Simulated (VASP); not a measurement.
# TiC (Fm-3m) in VASP: notebook

TiC is run at these levels: PBE, PBEsol; tasks: single point.

All numbers are computed with VASP 6.6.1; they aren't measurements. Logs are shortened: lines on timing, memory, paths and dates and some standing lists are left out, and cuts for length are marked.

## 1. The cell of the first run

It takes space group Fm-3m (No. 225, cubic). The conventional cell has a = 4.331 Å, b = 4.331 Å, c = 4.331 Å, α = 90.00°, β = 90.00°, γ = 90.00°. Within 2.9 Å of Ti (site symmetry m-3m) lie 6 C at 2.17 Å. Within 2.9 Å of C (site symmetry m-3m) lie 6 Ti at 2.17 Å.

## 2. Single point, PBE

The input, INCAR:

```
ALGO = Normal ; EDIFF = 1E-6
ENCUT = 520 ; GGA = PE
ISIF = 2 ; ISMEAR = 0
LASPH = True ; LCHARG = False
LREAL = False ; LWAVE = False
NBANDS = 15 ; NELM = 100
PREC = Accurate ; SIGMA = 0.018000000000000002
```

The input, KPOINTS:

```
k-points
0
Gamma
  11 11 11
```

The input, POSCAR:

```
TiC
1.0
    0.0000000000      2.1657188437      2.1657188437
    2.1657188437      0.0000000000      2.1657188437
    2.1657188437      2.1657188437      0.0000000000
Ti C
1 1
Direct
    0.0000000000      0.0000000000      0.0000000000
    0.5000000000      0.5000000000      0.5000000000
```

Potentials or basis: VASP PAW PBE potentials, release 64 (Ti_sv, C).

Command:

```
> cat potpaw_PBE.64/Ti_sv/POTCAR potpaw_PBE.64/C/POTCAR > POTCAR
> mpirun -np 1 vasp_std > vasp.out
```

OUTCAR:

```text
EDIFF = 1E-6
   ENCUT = 520
   GGA = PE
   ISIF = 2
   ISMEAR = 0
   LASPH = True
   LREAL = False
   NELM = 100
   PREC = Accurate

 ion  position               nearest neighbor table
   1  0.000  0.000  0.000-   2 2.17   2 2.17   2 2.17   2 2.17   2 2.17   2 2.17
   2  0.500  0.500  0.500-   1 2.17   1 2.17   1 2.17   1 2.17   1 2.17   1 2.17

  LATTYP: Found a face centered cubic cell.
 ALAT       =     4.3314376874

  Lattice vectors:

 A1 = (   0.0000000000,   2.1657188437,   2.1657188437)
 A2 = (   2.1657188437,   0.0000000000,   2.1657188437)
 A3 = (   2.1657188437,   2.1657188437,   0.0000000000)

Analysis of symmetry for initial positions (statically):
=====================================================================
 Subroutine PRICEL returns:
 Original cell was already a primitive cell.

 Routine SETGRP: Setting up the symmetry group for a
 face centered cubic supercell.

 Subroutine GETGRP returns: Found 48 space group operations
[... 9 lines left out ...]

 Routine SETGRP: Setting up the symmetry group for a
 face centered cubic supercell.

 Subroutine GETGRP returns: Found 48 space group operations
[... 11 lines left out ...]
                                     Primitive cell

  volume of cell :      20.3159

  direct lattice vectors                    reciprocal lattice vectors
     0.000000000  2.165718844  2.165718844    -0.230870227  0.230870227  0.230870227
     2.165718844  0.000000000  2.165718844     0.230870227 -0.230870227  0.230870227
     2.165718844  2.165718844  0.000000000     0.230870227  0.230870227 -0.230870227

  length of vectors
     3.062788961  3.062788961  3.062788961     0.399878962  0.399878962  0.399878962

  position of ions in fractional coordinates (direct lattice)
[... 8 lines left out ...]
----------------------------------------------------------------------------------------

 KPOINTS: k-points

Automatic generation of k-mesh.
 Grid dimensions read from file:
 generate k-points for:   11   11   11

 Generating k-lattice:

  Cartesian coordinates                     Fractional coordinates (reciprocal lattice)
    -0.020988202  0.020988202  0.020988202     0.090909091  0.000000000  0.000000000
     0.020988202 -0.020988202  0.020988202     0.000000000  0.090909091  0.000000000
     0.020988202  0.020988202 -0.020988202     0.000000000  0.000000000  0.090909091

  Length of vectors
     0.036352633  0.036352633  0.036352633

  Shift w.r.t. Gamma in fractional coordinates (k-lattice)
     0.000000000  0.000000000  0.000000000

 Subroutine IBZKPT returns following result:
 ===========================================

 Found     56 irreducible k-points:

 Following reciprocal coordinates:
            Coordinates               Weight
  0.000000  0.000000  0.000000      1.000000
  0.090909  0.000000  0.000000      8.000000
  0.181818  0.000000  0.000000      8.000000
  0.272727  0.000000  0.000000      8.000000
  0.363636  0.000000  0.000000      8.000000
  0.454545  0.000000  0.000000      8.000000
[... 16 lines left out ...]
 -0.272727  0.181818  0.000000     24.000000
 -0.181818  0.181818  0.000000     12.000000
 [... further k-points ...]
   k-points           NKPTS =     56   k-points in BZ     NKDIM =     56   number of bands    NBANDS=     15
   number of dos      NEDOS =    301   number of ions     NIONS =      2
   total plane-waves  NPLWV =  13824
   dimension x,y,z NGX =    24 NGY =   24 NGZ =   24
   dimension x,y,z NGXF=    48 NGYF=   48 NGZF=   48
   ions per type =               1   1
   NGX,Y,Z   is equivalent  to a cutoff of  13.03, 13.03, 13.03 a.u.
   NGXF,Y,Z  is equivalent  to a cutoff of  26.05, 26.05, 26.05 a.u.
 SYSTEM =  unknown system
   PREC   = accura    normal or accurate (medium, high low for compatibility)
   ISTART =      0    job   : 0-new  1-cont  2-samecut
   ICHARG =      2    charge: 1-file 2-atom 10-const
   ISPIN  =      1    spin polarized calculation?
   LNONCOLLINEAR =      F non collinear calculations
   LSORBIT =      F    spin-orbit coupling
   LASPH  =      T    aspherical Exc in radial PAW
   ENCUT  =  520.0 eV  38.22 Ry    6.18 a.u.   5.69  5.69  5.69*2*pi/ulx,y,z
   NELM   =    100;   NELMIN=  2; NELMDL= -5     # of ELM steps
   EDIFF  = 0.1E-05   stopping-criterion for ELM
   LREAL  =      F    real-space projection
   EDIFFG = 0.1E-04   stopping-criterion for IOM
   NSW    =      0    number of steps for IOM
   IBRION =     -1    ionic relax: 0-MD 1-quasi-New 2-CG
   NFREE  =      0    steps in history (QN), initial steepest desc. (CG)
   ISIF   =      2    stress and relaxation
   ISYM   =      2    0-nonsym 1-usesym 2-fastsym
   POTIM  = 0.5000    time-step for ionic-motion
   TEBEG  =    0.0;   TEEND  =   0.0 temperature during run
   PSTRESS=    0.0 pullay stress
   NELECT =      16.0000    total number of electrons
   NUPDOWN=      -1.0000    fix difference up-down
   EMIN   =  10.00;   EMAX   =-10.00  energy-range for DOS
   EFERMI =   0.00;   METHOD = LEGACY
   ISMEAR =     0;   SIGMA  =   0.02  broadening in eV -4-tet -1-fermi 0-gaus
   EFERMI_NEDOS =   21; number of points for ismear=-14 and -15
   IALGO  =     38    algorithm
   IMIX   =      4    mixing-type and parameters
     AMIX     =   0.40;   BMIX     =  1.00
     AMIX_MAG =   1.60;   BMIX_MAG =  1.00
  volume/ion in A,a.u.               =      10.16        68.55
  Fermi-wavevector in a.u.,A,eV,Ry     =   1.511829  2.856943 31.097854  2.285628
  Thomas-Fermi vector in A             =   2.621834
   LORBIT       =      0    0 simple, 1 ext, 2 COOP (PROOUT), +10 PAW based schemes
   GGA     = PE    functional components
   LHFCALC =     F    Hartree Fock is set to
   AEXX    =    0.0000 exact exchange contribution
   IVDW    =     0    specifies the selected vdW correction
   LEPSILON=     F    determine dielectric tensor
   LRPA    =     F    only Hartree local field effects (RPA)
 non-spin polarized calculation
 Gauss-broadening in eV      SIGMA  =   0.02
  energy-cutoff  :      520.00
  volume of cell :       20.32
 maximum number of plane-waves:       560
   NGX = 11   NGY = 11   NGZ = 11

 number of electron      16.0000000 magnetization

 Free energy of the ion-electron system (eV)
  ---------------------------------------------------
  ext. energy  EPLUGINS =         0.00000000
  ---------------------------------------------------
  free energy    TOTEN  =       -18.70882040 eV

  energy without entropy =      -18.70862335  energy(sigma->0) =      -18.70872187

 E-fermi :   9.5561     XC(G=0): -12.6980

 val. band max:        9.3402598044   @ k =   0.4545   0.4545   0.0000
 cond. band min:       9.5670262057   @ k =   0.0909   0.0000   0.0000
 fundamental gap:      0.2267664013
 Fermi energy:         9.5561176780

 k-point     1 :       0.0000    0.0000    0.0000
  band No.  band energies     occupation
      1     -47.1786      2.00000
      2     -23.2026      2.00000
      3     -23.2026      2.00000
      4     -23.2026      2.00000
      5      -2.9843      2.00000
      6      10.1047      0.00000
      7      10.1047      0.00000
      8      10.1047      0.00000
      9      11.0901      0.00000
     10      11.0901      0.00000
     11      11.0901      0.00000
     12      11.1238      0.00000
     13      11.1238      0.00000
     14      19.8949      0.00000
     15      23.4448      0.00000

 k-point     2 :       0.0909    0.0000    0.0000
  band No.  band energies     occupation
      1     -47.1729      2.00000
      2     -23.2434      2.00000
      3     -23.2064      2.00000
      4     -23.2064      2.00000
      5      -2.7982      2.00000
      6       9.2908      2.00000
      7       9.5670      0.39141
      8       9.5670      0.39138
      9      10.4298      0.00000
     10      10.4298      0.00000
     11      11.4840      0.00000
     12      12.5920      0.00000
     13      12.5920      0.00000
     14      20.2171      0.00000
     15      23.5007      0.00000

 k-point     3 :       0.1818    0.0000    0.0000
  band No.  band energies     occupation
      1     -47.1575      2.00000
      2     -23.3515      2.00000
      3     -23.2167      2.00000
      4     -23.2167      2.00000
      5      -2.2644      2.00000
      6       7.8518      2.00000
      7       8.4332      2.00000
      8       8.4332      2.00000
      9      10.7729      0.00000
     10      10.7729      0.00000
     11      11.9188      0.00000
     12      14.1403      0.00000
     13      14.1403      0.00000
     14      20.7416      0.00000
     15      23.4751      0.00000

 k-point     4 :       0.2727    0.0000    0.0000
  band No.  band energies     occupation
      1     -47.1372      2.00000
      2     -23.4903      2.00000
      3     -23.2301      2.00000
      4     -23.2301      2.00000
      5      -1.4531      2.00000
      6       6.2913      2.00000
      7       7.5147      2.00000
      8       7.5147      2.00000
      9      11.3216      0.00000
     10      11.3216      0.00000
     11      12.3562      0.00000
     12      15.5914      0.00000
     13      15.5914      0.00000
     14      20.2351      0.00000
     15      24.0274      0.00000
[... 307 lines left out ...]
 k-point    22 :      -0.3636    0.1818    0.0000
  band No.  band energies     occupation
      1     -47.1006      2.00000
      2     -23.6206      2.00000
      3     -23.3591      2.00000
      4     -23.2619      2.00000
      5       0.0989      2.00000
      6       4.4597      2.00000
      7       6.5629      2.00000
      8       6.7599      2.00000
      9      11.9608      0.00000
     10      12.3071      0.00000
     11      13.2246      0.00000
     12      15.4579      0.00000
     13      17.2340      0.00000
     14      19.7830      0.00000
     15      23.4486      0.00000

 k-point    23 :      -0.2727    0.1818    0.0000
  band No.  band energies     occupation
      1     -47.1131      2.00000
      2     -23.5549      2.00000
      3     -23.3483      2.00000
      4     -23.2404      2.00000
      5      -0.5229      2.00000
      6       5.1897      2.00000
      7       6.8825      2.00000
      8       6.9323      2.00000
      9      11.4247      0.00000
     10      12.3707      0.00000
     11      13.1815      0.00000
     12      14.5335      0.00000
     13      17.3199      0.00000
     14      20.4792      0.00000
     15      23.0240      0.00000

 k-point    24 :      -0.1818    0.1818    0.0000
  band No.  band energies     occupation
      1     -47.1303      2.00000
      2     -23.4741      2.00000
      3     -23.3095      2.00000
      4     -23.2224      2.00000
      5      -1.2646      2.00000
      6       6.1674      2.00000
      7       7.2483      2.00000
      8       7.4806      2.00000
      9      10.9576      0.00000
     10      12.0617      0.00000
     11      12.9815      0.00000
     12      13.7699      0.00000
     13      16.6608      0.00000
     14      21.1958      0.00000
     15      22.8988      0.00000

 [... further k-points ...]
[... 5 lines left out ...]
  --------------------------------------------------------------------------------------
  -------------------------------------------------------------------------------------
  Total        0.0629200      0.0629200      0.0629200     -0.0000000     -0.0000000      0.0000000
  in kB        4.9620715      4.9620715      4.9620715     -0.0000000     -0.0000000      0.0000000
  external PRESSURE =       4.9620715 kB  Pullay stress =       0.0000000 kB

 VOLUME and BASIS-vectors are now :
 -----------------------------------------------------------------------------
  energy-cutoff  :      520.00
  volume of cell :       20.32
      direct lattice vectors                 reciprocal lattice vectors
     0.000000000  2.165718844  2.165718844    -0.230870227  0.230870227  0.230870227
     2.165718844  0.000000000  2.165718844     0.230870227 -0.230870227  0.230870227
     2.165718844  2.165718844  0.000000000     0.230870227  0.230870227 -0.230870227

 POSITION                                       TOTAL-FORCE (eV/Angst)
 -----------------------------------------------------------------------------------
      0.00000      0.00000      0.00000        -0.000000      0.000000      0.000000
      2.16572      2.16572      2.16572         0.000000     -0.000000     -0.000000
 -----------------------------------------------------------------------------------
    total drift:                                0.000000     -0.000000     -0.000000

  FREE ENERGIE OF THE ION-ELECTRON SYSTEM (eV)
  ---------------------------------------------------
  free  energy   TOTEN  =       -18.7088203977 eV

  energy  without entropy=      -18.7086233480  energy(sigma->0) =      -18.70872187
```

Wall time 39 s (1 thread of AMD EPYC 7R13, shared host); peak memory 0.12 GiB.

Results:

| Item | Value |
| --- | --- |
| Free energy | -18.7088 eV |
| Pressure | 0.5 GPa |
| Band gap on the k mesh | zero (band 8 reaches 10.10 eV, above the bottom of band 9 at 9.00 eV) |

(Continued in part 2 of 2.)
